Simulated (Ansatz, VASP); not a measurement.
**One calculation of BaZrO3, two programs**

```
Ba Zr O
1.0
     4.18150    0.00000    0.00000
     0.00000    4.18150    0.00000
     0.00000    0.00000    4.18150
Ba Zr O
1 1 3
Direct
  0.50000 0.46829 0.46829
  0.00000 0.00000 0.00000
  0.50000 0.00000 0.00000
  0.00000 0.50000 0.00000
  0.00000 0.00000 0.50000
```

Change from the starting cell: all Ba atoms moved +0.188 Å, as atom 1 towards its neighbour atom 3 (O) at 2.957 Å.

Alike in both runs: task single point; functional r2SCAN; k mesh 6 × 6 × 6; occupations gaussian, width 0.05 eV; no spin polarisation.

|  | VASP | Ansatz |
| --- | --- | --- |
| version | VASP 6.6.1 | Ansatz 0.2.0 |
| potentials or method | VASP PAW PBE potentials, release 64 (Ba_sv, Zr_sv, O), cutoff 520 eV | scalar-relativistic, plane waves, PAW |
| valence electrons in the cell | 40 | 40 |

Ansatz gave:

| Item | Value |
| --- | --- |
| gap on the k mesh at the Fermi level (eV) | 3.74 |
| least direct gap on the mesh (eV) | 3.95 |
| pressure (GPa) | 3.5 |
| traceless stress, the component that is largest in VASP (GPa) | 0.71 |
| rms of the force components (eV/Å) | 0.284 |

**Question.** Which values does VASP return?

**Answer.** gap on the k mesh at the Fermi level (eV): 3.69; least direct gap on the mesh (eV): 3.92; pressure (GPa): 4.7; traceless stress, the component that is largest in VASP (GPa): 0.76; rms of the force components (eV/Å): 0.302.

VASP's potentials were made for PBE, not for r2SCAN. Atom by atom the forces differ by 0.027 eV/Å (rms over components).

Spin-orbit coupling is off throughout.
